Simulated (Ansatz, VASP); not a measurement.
# Two plane-wave programs on Al2Cu

Contents of INCAR:

```
SYSTEM = Al2Cu
PREC = Accurate ; ENCUT = 520
EDIFF = 1E-6 ; ISMEAR = 0
SIGMA = 0.15 ; LREAL = .False.
LASPH = .True. ; NELM = 80
ALGO = Fast ; ISIF = 2
LWAVE = .False. ; LCHARG = .False.
NBANDS = 16
```

Contents of KPOINTS:

```
Automatic mesh
0
Gamma
  14 14 14
  0 0 0
```

POSCAR

```
Al2Cu
1.0
   -1.9578603031      1.9578603031      2.9675063584
    1.9578603031     -1.9578603031      2.9675063584
    1.9578603031      1.9578603031     -2.9675063584
Al Cu
2 1
Direct
    0.7500000000      0.2500000000      0.5000000000
    0.2500000000      0.7500000000      0.5000000000
    0.5000000000      0.5000000000      0.0000000000
```

Input for Ansatz:

```yaml
crystal:
  lattice:
    - [-1.9578603031, 1.9578603031, 2.9675063584]
    - [1.9578603031, -1.9578603031, 2.9675063584]
    - [1.9578603031, 1.9578603031, -2.9675063584]
  atoms:
    - { symbol: Al, position: [0.75, 0.25, 0.5] }
    - { symbol: Al, position: [0.25, 0.75, 0.5] }
    - { symbol: Cu, position: [0.5, 0.5, 0.0] }
basis:
  ecutwfc: 520.0
kpoints:
  mp_grid: { grid: [14, 14, 14] }
hamiltonian:
  xc: lda
  pseudopotentials: { kind: paw, azcp: { folder: soft_1 } }
scf:
  occupations: { method: gaussian, width: 0.15 }
output:
  forces: true
  stress: true
  eigenvalues: true
```

Change from the starting cell: strain +e along x and -e along y +0.0000, strain +e along z and -e/2 along x and y +0.0467.

Alike in both runs: task single point; functional LDA; k mesh 14 × 14 × 14; occupations gaussian, width 0.15 eV; no spin polarisation.

|  | VASP | Ansatz |
| --- | --- | --- |
| version | VASP 6.6.1 | Ansatz 0.2.0 |
| potentials or method | VASP PAW LDA potentials, release 64 (Al, Cu), cutoff 520 eV | scalar-relativistic, plane waves, PAW |
| valence electrons in the cell | 17 | 25 |

|  | VASP | Ansatz | Ansatz less VASP |
| --- | --- | --- | --- |
| gap on the k mesh at the Fermi level (eV) | none | none | - |
| pressure (GPa) | 0.8 | 0.4 | -0.34 |
| traceless stress, the component that is largest in VASP (GPa) | -4.50 | -4.52 | -0.021 |

Ansatz warns that its potentials were made for another functional, while VASP's fit it. LDA's correlation is that of Perdew and Zunger in VASP and of Perdew and Wang (1992) in Ansatz. A gap of «none» marks a metal or a gap that the smearing closes. VASP's potentials hold 17 valence electrons a cell and Ansatz's 25, so a difference there can come from the potentials and not from the codes.
